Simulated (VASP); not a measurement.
# O: single point with PBEsol

O:

```
CELL_PARAMETERS angstrom
1.69944 0.00000 0.00000
0.00000 1.69944 0.00000
0.00000 0.00000 1.69944
ATOMIC_POSITIONS crystal
O 0.00000 0.00000 0.00000
```

This cell differs from its parent crystal: volume scaled by 0.65.

| Property | Result |
| --- | --- |
| Program | VASP 6.6.1 |
| Task | single point |
| Functional | PBEsol |
| Potentials or basis | VASP PAW PBE potentials, release 64 (O) |
| Cutoff | 600 eV |
| k mesh | 16 × 16 × 16 |
| Occupations | fermi-dirac, width 0.05 eV |
| Spin | no spin polarisation |
| Dipole correction | no |
| Further INCAR settings | ALGO = Normal; EDIFF = 1e-06; NBANDS = 9 |

```yaml
Pressure: 219.0 GPa
Band_gap_on_the_k_mesh: zero (band 3 reaches 14.54 eV, above the bottom of band 4 at 4.34 eV)
```

Levels at points of the mesh, in eV from the Fermi level:
```
           k point  band 1  band 2  band 3  band 4  band 5  band 6  band 7  band 8
(0.00, 0.00, 0.00)  -30.02    1.58    1.58    1.58   22.83   29.85   29.85   56.96
(0.50, 0.00, 0.00)  -22.96  -15.22    3.59    3.59   26.37   35.16   38.21   44.81
(0.50, 0.50, 0.00)  -16.41  -10.33  -10.33    5.22   10.88   39.91   39.91   45.70
(0.50, 0.50, 0.50)  -10.22   -6.61   -6.61   -6.61   21.08   21.08   21.08   27.24
```

It took 4.4 s on 1 thread of Intel Xeon 6455B (shared host), peak memory 0.11 GiB.

Caveat: the PAW data sets were made with another functional, which shifts forces and pressure a little.
